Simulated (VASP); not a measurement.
Here is a VASP 6.6.1 calculation.

The input INCAR:

```
SYSTEM = Li
PREC     = Accurate       ! precision mode
ENCUT    = 750            ! plane-wave cutoff, eV
EDIFF    = 1E-6           ! SCF threshold, eV
ISMEAR   = 0              ! smearing method
SIGMA    = 0.1            ! smearing width, eV
LREAL    = .FALSE.        ! projectors in reciprocal space
LASPH    = .TRUE.         ! aspherical terms in the spheres
NELM     = 120            ! most SCF steps
ALGO     = Normal         ! electronic algorithm
ISIF     = 2              ! what is computed and relaxed
LWAVE    = .FALSE.        ! write WAVECAR
LCHARG   = .FALSE.        ! write CHGCAR
GGA      = PS             ! functional
NBANDS   = 10             ! bands
GGA_COMPAT= .FALSE.
```

File KPOINTS:

```
regular mesh
0
G
  16 16 16
  0 0 0
```

Contents of POSCAR:

```
Li
1.0
    3.4657620237      0.0000000000      0.0000000000
    0.0000000000      3.4657620237      0.0000000000
    0.0000000000      0.0000000000      3.4108588630
Li
2
Direct
    0.0000000000      0.0000000000      0.0000000000
    0.5000000000      0.5000000000      0.5000000000
```

Potentials or basis: VASP PAW PBE potentials, release 64 (Li_sv).

Launch:

```sh
$ cat potpaw_PBE.64/Li_sv/POTCAR > POTCAR
$ mpirun -np 1 vasp_std > vasp.out
```

What does it give for the pressure?

-0.3 GPa.

What does it give for the band gap on the k mesh?

Zero (bands 3 and 4 overlap by 4.50 eV).

Stress tensor (GPa, compression positive):
```
-0.30  0.00  0.00
 0.00 -0.30  0.00
 0.00  0.00 -0.22
```

Caveat: the cell differs from its parent crystal (biaxial strain in the a-b plane: +1.0 %); the PAW data sets were made with another functional, which shifts forces and pressure a little.
